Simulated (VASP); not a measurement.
Write the native input for VASP 6.6.1 that does the following.

```
Task                   : single point
Functional             : PBEsol
Potentials or basis    : VASP PAW PBE potentials, release 64 (K_sv, S)
Cutoff                 : 500 eV
k mesh                 : 6 × 6 × 6
Occupations            : gaussian, width 0.01 eV
Spin                   : no spin polarisation
Dipole correction      : no
Further INCAR settings : ALGO = Normal; EDIFF = 1e-06; NBANDS = 19
```

The structure of K2S lies in POSCAR:

```
K2S
1.0
    3.5682885463      3.5682885463      0.0000000000
   -3.5682885463      3.5682885463      0.0000000000
    0.0000000000      3.5682885463      3.5682885463
K S
2 1
Direct
    0.2500000000      0.7500000000      0.5000000000
    0.7500000000      0.2500000000      0.5000000000
    0.0000000000      0.0000000000      0.0000000000
```

The input as run:

INCAR

```
SYSTEM = K2S
PREC = Accurate ; ENCUT = 500
EDIFF = 1E-6 ; ISMEAR = 0
SIGMA = 0.01 ; LREAL = .FALSE.
LASPH = .TRUE. ; NELM = 120
ALGO = Normal ; ISIF = 2
LWAVE = .FALSE. ; LCHARG = .FALSE.
GGA = PS ; NBANDS = 19
GGA_COMPAT = .FALSE.
```

KPOINTS

```
Automatic mesh
0
G
  6 6 6
  0 0 0
```

Potentials or basis: VASP PAW PBE potentials, release 64 (K_sv, S).

Command:

```console
$ cat potpaw_PBE.64/K_sv/POTCAR potpaw_PBE.64/S/POTCAR > POTCAR
$ mpirun -np 1 vasp_std > vasp.out
```

It gave:

The pressure is 2.1 GPa and the band gap on the k mesh is 2.54 eV, indirect (least direct gap 2.87 eV).

Caveat: the PAW data sets were made with another functional, which shifts forces and pressure a little.

Wall time 71 s on 1 thread of Intel Xeon 8259CL, on a shared host, peak memory 0.24 GiB.
